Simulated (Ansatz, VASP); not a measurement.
## SnS2 in VASP and in Ansatz

INCAR

```
SYSTEM = SnS2
PREC = Accurate ; ENCUT = 500
EDIFF = 1E-6 ; ISMEAR = 0
SIGMA = 0.01 ; LREAL = .FALSE.
LASPH = .TRUE. ; NELM = 120
ALGO = Normal ; ISIF = 2
LWAVE = .FALSE. ; LCHARG = .FALSE.
GGA = CA ; NBANDS = 20
GGA_COMPAT = .FALSE.
```

File KPOINTS:

```
Automatic mesh
0
G
  5 5 3
  0 0 0
```

Contents of POSCAR:

```
SnS2
1.0
    3.5647138496      0.0000000000      0.0000000000
   -1.7823569248      3.0871323157      0.0000000000
    0.0000000000      0.0000000000      5.7482112859
Sn S
1 2
Direct
    0.0000000000      0.0000000000      0.0000000000
    0.3333333333      0.6666666667      0.2500000000
    0.6666666667      0.3333333333      0.7500000000
```

Input for Ansatz:

```yaml
crystal:
  lattice:
    - [3.564713849615928, 0.0, 0.0]
    - [-1.782356924807964, 3.087132315689396, 0.0]
    - [0.0, 0.0, 5.748211285942915]
  atoms:
    - { symbol: Sn, position: [0.0, 0.0, 0.0] }
    - { symbol: S, position: [0.3333333333333333, 0.6666666666666666, 0.25] }
    - { symbol: S, position: [0.6666666666666666, 0.3333333333333333, 0.75] }
basis:
  ecutwfc: 550.0
kpoints:
  mp_grid:
    grid: [5, 5, 3]
hamiltonian:
  xc: lda
scf:
  occupations:
    method: fixed
output:
  stress: true
```

Alike in both runs: task single point; functional LDA; k mesh 5 × 5 × 3; no spin polarisation.

|  | VASP | Ansatz |
| --- | --- | --- |
| version | VASP 6.6.1 | Ansatz 0.2.0 |
| potentials or method | VASP PAW LDA potentials, release 64 (Sn_d, S), cutoff 500 eV | plane waves, PAW |
| occupations | gaussian, width 0.01 eV | fixed |
| valence electrons in the cell | 26 | 26 |

```tsv
	VASP	Ansatz	Ansatz less VASP
pressure (GPa)	5.3	5.3	+0.01
traceless stress, the component that is largest in VASP (GPa)	-0.64	-0.64	0.000
```

LDA's correlation is that of Perdew and Zunger in VASP and of Perdew and Wang (1992) in Ansatz.
